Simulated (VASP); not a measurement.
Set up this calculation in VASP 6.6.1, as the native input.

| Quantity | Value |
| --- | --- |
| Task | single point |
| Functional | PBEsol |
| Potentials or basis | VASP PAW PBE potentials, release 64 (Cu) |
| Cutoff | 600 eV |
| k mesh | 7 × 7 × 7 |
| Occupations | fermi-dirac, width 0.05 eV |
| Spin | no spin polarisation |
| Dipole correction | no |
| Further INCAR settings | ALGO = Normal; EDIFF = 1e-06; NBANDS = 24 |

The structure of Cu lies in POSCAR:

```
Cu
1.0
    0.0000000000      2.8542800000      2.8542800000
    2.8542800000      0.0000000000      2.8542800000
    2.8542800000      2.8542800000      0.0000000000
Cu
3
Direct
    0.2500000000      0.2500000000      0.2500000000
    0.7500000000      0.7500000000      0.7500000000
    0.5000000000      0.5000000000      0.5000000000
```

One way to write it, as run:

INCAR

```
SYSTEM = Cu
PREC = Accurate ; ENCUT = 600
EDIFF = 1E-6 ; ISMEAR = -1
SIGMA = 0.05 ; LREAL = .FALSE.
LASPH = .TRUE. ; NELM = 120
ALGO = Normal ; ISIF = 2
LWAVE = .FALSE. ; LCHARG = .TRUE.
GGA = PS ; LELF = .TRUE.
LVHAR = .TRUE. ; NBANDS = 24
GGA_COMPAT = .FALSE.
```

KPOINTS

```
regular mesh
0
G
  7 7 7
  0 0 0
```

Potentials or basis: VASP PAW PBE potentials, release 64 (Cu).

Launch:

```console
$ cat potpaw_PBE.64/Cu/POTCAR > POTCAR
$ mpirun -np 1 vasp_std > vasp.out
```

Results of the run:

```
Pressure               : -11.3 GPa
Band gap on the k mesh : zero (an odd number of electrons rules out a gap without spin polarisation)
```

Caveat: the cell stands under tension; the PAW data sets were made with another functional, which shifts forces and pressure a little.

Run time: 27 s on 1 thread of Intel Xeon 8259CL, on a shared host, peak memory 0.17 GiB.
